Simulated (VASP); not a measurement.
# Bi (Im-3m) in VASP: further runs

The runs below take Bi through single point, with LDA, PBEsol, BLYP+D3(BJ).

All numbers are computed with VASP 6.6.1; they aren't measurements. Logs are shortened: lines on timing, memory, paths and dates and some standing lists are left out, and cuts for length are marked.

## Step 1: The cell of the first run

The structure is cubic, space group Im-3m (No. 229). The conventional cell has a = 3.881 Å, b = 3.881 Å, c = 3.881 Å, α = 90.00°, β = 90.00°, γ = 90.00°. Bi (site symmetry m-3m) has 14 Bi at 3.36 to 3.88 Å within 4.4 Å.

## Step 2: Single point, LDA

Input file INCAR:

```
SYSTEM = Bi
ALGO     = Normal         ! electronic algorithm
EDIFF    = 1E-7           ! SCF threshold, eV
ENCUT    = 520            ! plane-wave cutoff, eV
GGA      = CA             ! functional
ISIF     = 2              ! what is computed and relaxed
ISMEAR   = 1              ! smearing method
LASPH    = .True.         ! aspherical terms in the spheres
LCHARG   = .False.        ! write CHGCAR
LREAL    = .False.        ! projectors in reciprocal space
LWAVE    = .False.        ! write WAVECAR
NBANDS   = 14             ! bands
NELM     = 80             ! most SCF steps
PREC     = Accurate       ! precision mode
SIGMA    = 0.1            ! smearing width, eV
```

Input file KPOINTS:

```
k-points
0
Gamma
  8 8 8
  0 0 0
```

Input file POSCAR:

```
Bi
1.0
    3.3613607602     -0.0000000186     -0.0000000322
   -1.1204535692      3.1691213229     -0.0000000322
   -1.1204535692     -1.5845606149      2.7445396002
Bi
1
Direct
    0.0000000000      0.0000000000      0.0000000000
```

Potentials or basis: VASP PAW LDA potentials, release 64 (Bi_d).

The run is started by

```console
$ cat potpaw_LDA.64/Bi_d/POTCAR > POTCAR
$ mpirun -np 1 vasp_std > vasp.out
```

OUTCAR:

```text
SYSTEM = Bi
   EDIFF = 1E-7
   ENCUT = 520
   GGA = CA
   ISIF = 2
   ISMEAR = 1
   LASPH = .True.
   LREAL = .False.
   NELM = 80
   PREC = Accurate

 ion  position               nearest neighbor table
   1  0.000  0.000  0.000-

  LATTYP: Found a body centered cubic cell.
 ALAT       =     3.8813650795

  Lattice vectors:

 A1 = (   3.3613607602,  -0.0000000186,  -0.0000000322)
 A2 = (  -1.1204535692,   3.1691213229,  -0.0000000322)
 A3 = (  -1.1204535692,  -1.5845606149,   2.7445396002)

Analysis of symmetry for initial positions (statically):
=====================================================================
 Subroutine PRICEL returns:
 Original cell was already a primitive cell.

 Routine SETGRP: Setting up the symmetry group for a
 body centered cubic supercell.

 Subroutine GETGRP returns: Found 48 space group operations
 (whereof 48 operations were pure point group operations)
 out of a pool of 48 trial point group operations.

The static configuration has the point symmetry O_h .

Analysis of symmetry for dynamics (positions and initial velocities):
=====================================================================
 Subroutine PRICEL returns:
 Original cell was already a primitive cell.

 Routine SETGRP: Setting up the symmetry group for a
 body centered cubic supercell.

 Subroutine GETGRP returns: Found 48 space group operations
 (whereof 48 operations were pure point group operations)
 out of a pool of 48 trial point group operations.

The dynamic configuration has the point symmetry O_h .

 Subroutine INISYM returns: Found 48 space group operations
 (whereof 48 operations are pure point group operations),
 and found     1 'primitive' translations

----------------------------------------------------------------------------------------

                                     Primitive cell

  volume of cell :      29.2364

  direct lattice vectors                    reciprocal lattice vectors
     3.361360760 -0.000000019 -0.000000032     0.297498567  0.105181627  0.182179916
    -1.120453569  3.169121323 -0.000000032     0.000000003  0.315544881  0.182179916
    -1.120453569 -1.584560615  2.744539600     0.000000003  0.000000005  0.364359841

  length of vectors
     3.361360760  3.361360760  3.361360760     0.364359841  0.364359841  0.364359841

  position of ions in fractional coordinates (direct lattice)
     0.000000000  0.000000000  0.000000000

  ion indices of the primitive-cell ions
   primitive index   ion index
                 1           1

[... 81 lines left out ...]
   PSTRESS=    0.0 pullay stress
   NELECT =      15.0000    total number of electrons
   NUPDOWN=      -1.0000    fix difference up-down
   EMIN   =  10.00;   EMAX   =-10.00  energy-range for DOS
   EFERMI =   0.00;   METHOD = LEGACY
   ISMEAR =     1;   SIGMA  =   0.10  broadening in eV -4-tet -1-fermi 0-gaus
   EFERMI_NEDOS =   21; number of points for ismear=-14 and -15
   IALGO  =     38    algorithm
   IMIX   =      4    mixing-type and parameters
     AMIX     =   0.40;   BMIX     =  1.00
     AMIX_MAG =   1.60;   BMIX_MAG =  1.00
  volume/ion in A,a.u.               =      29.24       197.30
  Fermi-wavevector in a.u.,A,eV,Ry     =   1.310582  2.476640 23.369697  1.717624
  Thomas-Fermi vector in A             =   2.441102
   LORBIT       =      0    0 simple, 1 ext, 2 COOP (PROOUT), +10 PAW based schemes
   GGA     = CA    functional components
   LHFCALC =     F    Hartree Fock is set to
   AEXX    =    0.0000 exact exchange contribution
   IVDW    =     0    specifies the selected vdW correction
   LEPSILON=     F    determine dielectric tensor
   LRPA    =     F    only Hartree local field effects (RPA)
 non-spin polarized calculation
 Methfessel and Paxton  Order N= 1 SIGMA  =   0.10
  energy-cutoff  :      520.00
  volume of cell :       29.24
 maximum number of plane-waves:       802
 NGX is ok and might be reduce to    28
   NGX = 13   NGY = 13   NGZ = 13

 number of electron      15.0000005 magnetization

 Free energy of the ion-electron system (eV)
  ---------------------------------------------------
  ext. energy  EPLUGINS =         0.00000000
  ---------------------------------------------------
  free energy    TOTEN  =        -4.44029351 eV

  energy without entropy =       -4.43943737  energy(sigma->0) =       -4.44000813

 E-fermi :   8.4656     XC(G=0): -10.8311

 val. band max:        8.3958962972   @ k =   0.2500   0.2500   0.1250
 cond. band min:       8.4782338116   @ k =  -0.2500   0.3750   0.1250
 fundamental gap:      0.0823375145
 Fermi energy:         8.4656383003

 k-point     1 :       0.0000    0.0000    0.0000
  band No.  band energies     occupation
      1     -14.5547      2.00000
      2     -14.5547      2.00000
      3     -14.5547      2.00000
      4     -14.3938      2.00000
      5     -14.3938      2.00000
      6      -5.5059      2.00000
      7      13.9871      0.00000
      8      13.9871      0.00000
      9      13.9871      0.00000
     10      18.5459      0.00000
     11      19.0084      0.00000
     12      19.0084      0.00000
     13      19.0084      0.00000
     14      20.6071      0.00000
[... 377 lines left out ...]
      1     -14.5111      2.00000
      2     -14.4696      2.00000
      3     -14.4584      2.00000
      4     -14.4072      2.00000
      5     -14.3460      2.00000
      6      -1.9421      2.00000
      7       5.6029      2.00000
      8       8.2958      2.03722
      9       8.9578     -0.00000
     10      13.8893      0.00000
     11      18.1153      0.00000
     12      20.4431      0.00000
     13      20.4809      0.00000
     14      24.2428      0.00000

 [... further k-points ...]

------------------------ aborting loop because EDIFF is reached ----------------------------------------

  FORCE on cell =-STRESS in cart. coord.  units (eV):
  Direction    XX          YY          ZZ          XY          YZ          ZX
  --------------------------------------------------------------------------------------
  -------------------------------------------------------------------------------------
  Total        0.0157162      0.0157162      0.0157162     -0.0000000      0.0000000      0.0000000
  in kB        0.8612606      0.8612606      0.8612606     -0.0000000      0.0000000      0.0000000
  external PRESSURE =       0.8612606 kB  Pullay stress =       0.0000000 kB

 VOLUME and BASIS-vectors are now :
 -----------------------------------------------------------------------------
  energy-cutoff  :      520.00
  volume of cell :       29.24
      direct lattice vectors                 reciprocal lattice vectors
     3.361360760 -0.000000019 -0.000000032     0.297498567  0.105181627  0.182179916
    -1.120453569  3.169121323 -0.000000032     0.000000003  0.315544881  0.182179916
    -1.120453569 -1.584560615  2.744539600     0.000000003  0.000000005  0.364359841

 POSITION                                       TOTAL-FORCE (eV/Angst)
 -----------------------------------------------------------------------------------
      0.00000      0.00000      0.00000         0.000000      0.000000      0.000000
 -----------------------------------------------------------------------------------
    total drift:                               -0.000000      0.000000     -0.000000

  FREE ENERGIE OF THE ION-ELECTRON SYSTEM (eV)
  ---------------------------------------------------
  free  energy   TOTEN  =        -4.4402935069 eV

  energy  without entropy=       -4.4394373683  energy(sigma->0) =       -4.44000813
```

OSZICAR:

```text
N       E                     dE             d eps       ncg     rms          rms(c)
DAV:   1     0.112746641059E+03    0.11275E+03   -0.78289E+03   812   0.128E+03
DAV:   2     0.208360601771E+01   -0.11066E+03   -0.10705E+03   848   0.339E+02
DAV:   3    -0.430095725682E+01   -0.63846E+01   -0.63359E+01  1012   0.786E+01
DAV:   4    -0.444392072356E+01   -0.14296E+00   -0.14292E+00  1014   0.124E+01
DAV:   5    -0.444946250672E+01   -0.55418E-02   -0.55415E-02  1160   0.227E+00    0.480E-01
DAV:   6    -0.444260452002E+01    0.68580E-02   -0.79577E-03  1064   0.127E+00    0.269E-01
DAV:   7    -0.444039503168E+01    0.22095E-02   -0.43383E-03  1058   0.932E-01    0.739E-02
DAV:   8    -0.444029343442E+01    0.10160E-03   -0.38891E-04  1060   0.302E-01    0.768E-03
DAV:   9    -0.444029328258E+01    0.15184E-06   -0.98486E-06  1178   0.411E-02    0.333E-03
DAV:  10    -0.444029350651E+01   -0.22394E-06   -0.59021E-07  1018   0.750E-03    0.278E-04
DAV:  11    -0.444029350693E+01   -0.41950E-09   -0.19216E-08   742   0.169E-03
   1 F= -.44402935E+01 E0= -.44400081E+01  d E =-.856139E-03
```

Run time: 10 s. Hardware: 1 thread of Intel Xeon 6975P-C, shared host; peak memory 0.14 GiB.

What came out:

- Free energy: -4.4403 eV
- Pressure: 0.1 GPa

Caveat: spin-orbit coupling is left out, which moves the levels of the heavy elements.

## Step 3: Single point, PBEsol

This run uses another cell than the first one, of 29.91 Å³/atom, 1.023 times its volume.

Input file INCAR:

```
PREC = Accurate
ENCUT = 520
EDIFF = 1E-6
ISMEAR = 1
SIGMA = 0.1
LREAL = False
LASPH = True
NELM = 100
ALGO = Normal
ISIF = 2
LWAVE = False
LCHARG = False
GGA = PS
NBANDS = 14
```

Input file KPOINTS:

```
Automatic mesh
0
Gamma
  8 8 8
```

Input file POSCAR:

```
Bi
1.0
    3.3870659077     -0.0000000188     -0.0000000325
   -1.1290219516      3.1933563685     -0.0000000325
   -1.1290219516     -1.5966781374      2.7655277655
Bi
1
Direct
    0.0000000000      0.0000000000      0.0000000000
```

Potentials or basis: VASP PAW PBE potentials, release 64 (Bi_d).

The run is started by

```console
$ cat potpaw_PBE.64/Bi_d/POTCAR > POTCAR
$ mpirun -np 1 vasp_std > vasp.out
```

OUTCAR:

```text
PREC = Accurate
   ENCUT = 520
   EDIFF = 1E-6
   ISMEAR = 1
   LREAL = False
   LASPH = True
   NELM = 100
   ISIF = 2
   GGA = PS

 ion  position               nearest neighbor table
   1  0.000  0.000  0.000-

  LATTYP: Found a body centered cubic cell.
 ALAT       =     3.9110468272

  Lattice vectors:

 A1 = (   3.3870659077,  -0.0000000188,  -0.0000000325)
 A2 = (  -1.1290219516,   3.1933563685,  -0.0000000325)
 A3 = (  -1.1290219516,  -1.5966781374,   2.7655277655)

[... 586 lines left out ...]
     14      23.8806      0.00000

 [... further k-points ...]

------------------------ aborting loop because EDIFF is reached ----------------------------------------

  FORCE on cell =-STRESS in cart. coord.  units (eV):
  Direction    XX          YY          ZZ          XY          YZ          ZX
  --------------------------------------------------------------------------------------
  -------------------------------------------------------------------------------------
  Total       -0.0095138     -0.0095138     -0.0095138      0.0000000      0.0000000      0.0000000
  in kB       -0.5095860     -0.5095860     -0.5095860      0.0000000      0.0000000      0.0000000
  external PRESSURE =      -0.5095860 kB  Pullay stress =       0.0000000 kB

 VOLUME and BASIS-vectors are now :
 -----------------------------------------------------------------------------
  energy-cutoff  :      520.00
  volume of cell :       29.91
      direct lattice vectors                 reciprocal lattice vectors
     3.387065908 -0.000000019 -0.000000032     0.295240788  0.104383382  0.180797315
    -1.129021952  3.193356368 -0.000000032     0.000000003  0.313150145  0.180797315
    -1.129021952 -1.596678137  2.765527765     0.000000003  0.000000005  0.361594638

 POSITION                                       TOTAL-FORCE (eV/Angst)
 -----------------------------------------------------------------------------------
      0.00000      0.00000      0.00000         0.000000      0.000000      0.000000
 -----------------------------------------------------------------------------------
    total drift:                               -0.000000      0.000000     -0.000000

  FREE ENERGIE OF THE ION-ELECTRON SYSTEM (eV)
  ---------------------------------------------------
  free  energy   TOTEN  =        -4.1925253427 eV

  energy  without entropy=       -4.1917616992  energy(sigma->0) =       -4.19227079
```

Wall time 9.9 s (1 thread of Intel Xeon 6975P-C, shared host); peak memory 0.15 GiB.

Results:

| Item | Value |
| --- | --- |
| Free energy | -4.1925 eV |
| Pressure | -0.1 GPa |

Caveat: the PAW data sets were made with another functional, which shifts forces and pressure a little; spin-orbit coupling is left out, which moves the levels of the heavy elements.

## Step 4: Single point, BLYP+D3(BJ)

This run uses another cell than the first one, of 30.41 Å³/atom, 1.040 times its volume.

Input file INCAR:

```
SYSTEM = Bi
PREC     = Accurate       ! precision mode
ENCUT    = 520            ! plane-wave cutoff, eV
EDIFF    = 1E-6           ! SCF threshold, eV
ISMEAR   = 1              ! smearing method
SIGMA    = 0.1            ! smearing width, eV
LREAL    = .FALSE.        ! projectors in reciprocal space
LASPH    = .TRUE.         ! aspherical terms in the spheres
NELM     = 100            ! most SCF steps
ALGO     = Normal         ! electronic algorithm
ISIF     = 2              ! what is computed and relaxed
LWAVE    = .FALSE.        ! write WAVECAR
LCHARG   = .FALSE.        ! write CHGCAR
GGA      = B5             ! functional
ALDAX    = 1.0          
AGGAX    = 1.0          
AGGAC    = 1.0          
ALDAC    = 0.0          
IVDW     = 12             ! dispersion correction
VDW_S6   = 1.0          
VDW_S8   = 2.6996       
VDW_A1   = 0.4298       
VDW_A2   = 4.2359       
NBANDS   = 14             ! bands
```

Input file KPOINTS:

```
regular mesh
0
G
  8 8 8
  0 0 0
```

Input file POSCAR:

```
Bi
1.0
    3.4057323961     -0.0000000189     -0.0000000327
   -1.1352441142      3.2109553025     -0.0000000327
   -1.1352441142     -1.6054776041      2.7807688896
Bi
1
Direct
    0.0000000000      0.0000000000      0.0000000000
```

The run is started by

```console
$ cat potpaw_PBE.64/Bi_d/POTCAR > POTCAR
$ mpirun -np 1 vasp_std > vasp.out
```

It took 16 s on 1 thread of Intel Xeon 6975P-C, shared host; peak memory 0.17 GiB.

The run converged. Its results:

| Property | Result |
| --- | --- |
| Free energy | -4.1183 eV |
| Pressure | 0.1 GPa |
| Dispersion energy per atom | -1.251 eV |

Levels at points of the mesh, in eV from the Fermi level:
```
           k point  band 4  band 5  band 6  band 7  band 8  band 9  band 10  band 11  band 12  band 13
(0.00, 0.00, 0.00)  -22.91  -22.91  -13.76    5.06    5.06    5.06     9.80    10.70    10.70    10.70
(0.50, 0.00, 0.00)  -22.91  -22.82  -10.64   -5.16    1.46    3.45     6.33     7.80    12.63    13.84
(0.50, 0.50, 0.50)  -22.84  -22.84   -8.47   -1.92   -1.92   -1.92     3.82     3.82    15.35    17.90
```

Caveat: the PAW data sets were made with another functional, which shifts forces and pressure a little; spin-orbit coupling is left out, which moves the levels of the heavy elements; pairwise dispersion overbinds metals, which lowers pressure and volume.

## Step 5: The runs side by side

```tsv
level	potentials or basis	cell	gap on the mesh (eV)	pressure (GPa)
LDA	VASP PAW LDA potentials, release 64 (Bi_d)	a = 3.361 Å, angles 109.5°, 1 atom	none	0.1
PBEsol	VASP PAW PBE potentials, release 64 (Bi_d)	a = 3.387 Å, angles 109.5°, 1 atom	none	-0.1
BLYP+D3(BJ)	VASP PAW PBE potentials, release 64 (Bi_d)	a = 3.406 Å, angles 109.5°, 1 atom	none	0.1
```

Alike in all rows: task single point; no spin polarisation; k mesh 8 × 8 × 8; cutoff (eV) 520; smearing methfessel-paxton 0.1 eV.

Caveats: spin-orbit coupling is left out, which moves the levels of the heavy elements; the PAW data sets were made with another functional, which shifts forces and pressure a little (some runs); pairwise dispersion overbinds metals, which lowers pressure and volume (some runs).

Total energies depend on the potentials used, so only differences within one code and one set of settings carry meaning.
